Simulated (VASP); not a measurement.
Set up this calculation in VASP 6.6.1, as the native input.

```
Task                   : single point
Functional             : PBE
Potentials or basis    : VASP PAW PBE potentials, release 64 (Ni, Sb)
Cutoff                 : 520 eV
k mesh                 : 12 × 12 × 12
Occupations            : gaussian, width 0.05 eV
Spin                   : collinear spin
Starting moments       : [0.05, 0.0] μB
Dipole correction      : no
Further INCAR settings : ALGO = Normal; EDIFF = 1e-07; NBANDS = 18
```

The structure of NiSb lies in POSCAR:

```
NiSb
1.0
    0.0000000000      2.5981424123      2.5981424123
    2.5981424123      0.0000000000      2.5981424123
    2.5981424123      2.5981424123      0.0000000000
Ni Sb
1 1
Direct
    0.5000000000      0.5000000000      0.5000000000
    0.0000000000      0.0000000000      0.0000000000
```

The input as run:

INCAR

```
PREC = Accurate ; ENCUT = 520
EDIFF = 1E-7 ; ISMEAR = 0
SIGMA = 0.05 ; LREAL = F
LASPH = T ; NELM = 150
ALGO = Normal ; ISIF = 2
LWAVE = F ; LCHARG = F
ISPIN = 2 ; MAGMOM = 0.05 0
LORBIT = 11 ; LMAXMIX = 4
GGA = PE ; NBANDS = 18
```

KPOINTS

```
regular mesh
0
Gamma
  12 12 12
```

Potentials or basis: VASP PAW PBE potentials, release 64 (Ni, Sb).

The run is started by

```console
$ cat potpaw_PBE.64/Ni/POTCAR potpaw_PBE.64/Sb/POTCAR > POTCAR
$ mpirun -np 1 vasp_std > vasp.out
```

Results of the run:

| Quantity | Value |
| --- | --- |
| Pressure | 4.5 GPa |
| Net moment | 0.00 μB per cell |
| Valence electrons inside the program's atomic spheres | Ni 9.34; Sb 2.44 |

Caveat: the cell stands under pressure.

It took 2.5 min on 1 thread of Oxide Virtual Turin-like Processor (shared host), peak memory 0.19 GiB.
